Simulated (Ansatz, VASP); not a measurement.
## One calculation of Y, two programs

The input INCAR:

```
ALGO = Normal
EDIFF = 1E-7
ENCUT = 520
ISIF = 2
ISMEAR = -1
LASPH = True
LCHARG = False
LREAL = False
LWAVE = False
NBANDS = 12
NELM = 100
PREC = Accurate
SIGMA = 0.05
```

KPOINTS

```
k-points
0
Gamma
  13 13 13
```

The input POSCAR:

```
Y
1.0
   -0.0497000000      2.4601500000      2.4601500000
    2.4601500000     -0.0497000000      2.4601500000
    2.4601500000      2.4601500000     -0.0497000000
Y
1
Direct
    0.0000000000      0.0000000000      0.0000000000
```

Input for Ansatz:

```yaml
crystal:
  lattice:
    - [-0.0497, 2.46015, 2.46015]
    - [2.46015, -0.0497, 2.46015]
    - [2.46015, 2.46015, -0.0497]
  atoms:
    - { symbol: "Y", position: [0.0, 0.0, 0.0] }
kpoints:
  mp_grid: { grid: [13, 13, 13] }
  band_path:
    path:
      - [0.0, 0.0, 0.0]
      - [0.5, 0.5, 0.5]
      - [0.2551801333, 0.5, 0.7448198667]
      - [-0.2551801333, 0.2551801333, 0.5]
      - [0.0, 0.0, 0.5]
      - [0.0, 0.0, 0.0]
      - [-0.3775900666, 0.0, 0.3775900666]
      - [0.0, 0.3775900666, 0.6224099334]
      - [0.0, 0.5, 0.5]
    npoints: 5
scf:
  occupations: { method: fermi_dirac, width: 0.05 }
hamiltonian:
  xc: lda
  pseudopotentials: { kind: all_electron, lapw: { basis_error: 0.001 } }
output:
  forces: true
  stress: true
  eigenvalues: true
```

Change from the starting cell: equal xy, yz and zx shear strains of -2 %.

Alike in both runs: task single point; functional LDA; k mesh 13 × 13 × 13; occupations fermi-dirac, width 0.05 eV; no spin polarisation.

|  | VASP | Ansatz |
| --- | --- | --- |
| version | VASP 6.6.1 | Ansatz 0.2.0 |
| potentials or method | VASP PAW LDA potentials, release 64 (Y_sv), cutoff 520 eV | all-electron LAPW, scalar-relativistic |

```csv
,VASP,Ansatz,Ansatz less VASP
pressure (GPa),-1.8,-1.7,+0.13
"traceless stress, the component that is largest in VASP (GPa)",0.66,0.66,0.000
```

LDA's correlation is that of Perdew and Zunger in VASP and of Perdew and Wang (1992) in Ansatz. Ansatz ran all-electron here, and VASP with PAW potentials.
